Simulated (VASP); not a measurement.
Write the native input for VASP 6.6.1 that does the following.

```
Task                   : electric field gradients
Functional             : PBE
Potentials or basis    : VASP PAW PBE potentials, release 64 (Ge_d)
Cutoff                 : 520 eV
k mesh                 : 10 × 10 × 10
Occupations            : fermi-dirac, width 0.05 eV
Spin                   : no spin polarisation
Dipole correction      : no
Further INCAR settings : ALGO = Normal; EDIFF = 1e-08; NBANDS = 21
```

The structure of Ge lies in POSCAR:

```
Ge
1.0
   -0.0848631000      2.7863384500      2.7863384500
    2.7863384500     -0.0848631000      2.7863384500
    2.7863384500      2.7863384500     -0.0848631000
Ge
2
Direct
    0.5000000000      0.5000000000      0.5000000000
    0.7500000000      0.7500000000      0.7500000000
```

This cell differs from its parent crystal: equal xy, yz and zx shear strains of -3 %.

The input as run:

INCAR

```
SYSTEM = Ge
  PREC = Accurate
  ENCUT = 520
  EDIFF = 1E-8
  ISMEAR = -1
  SIGMA = 0.05
  LREAL = .FALSE.
  LASPH = .TRUE.
  NELM = 80
  ALGO = Normal
  ISIF = 2
  LWAVE = .FALSE.
  LCHARG = .FALSE.
  GGA = PE
  LEFG = .TRUE.
  NBANDS = 21
```

KPOINTS

```
Automatic mesh
0
G
  10 10 10
  0 0 0
```

Potentials or basis: VASP PAW PBE potentials, release 64 (Ge_d).

Command:

```sh
$ cat potpaw_PBE.64/Ge_d/POTCAR > POTCAR
$ mpirun -np 1 vasp_std > vasp.out
```

Results of the run:

| Item | Value |
| --- | --- |
| Pressure | 3.9 GPa |
| Largest force | 0.570 eV/Å |
| Band gap on the k mesh | zero (band 14 reaches 4.98 eV, above the bottom of band 15 at 4.83 eV) |

Caveat: the cell differs from its parent crystal (equal xy, yz and zx shear strains of -3 %); without QUAD_EFG the Cq values of the log hold for a quadrupole moment of 1 mb, not for the nuclei.

Run time: 120 s on 1 thread of Intel(R) Xeon(R) Platinum 8259CL CPU @ 2.50GHz (Skylake/Cascade Lake), with other jobs on the host, peak memory 0.22 GiB.
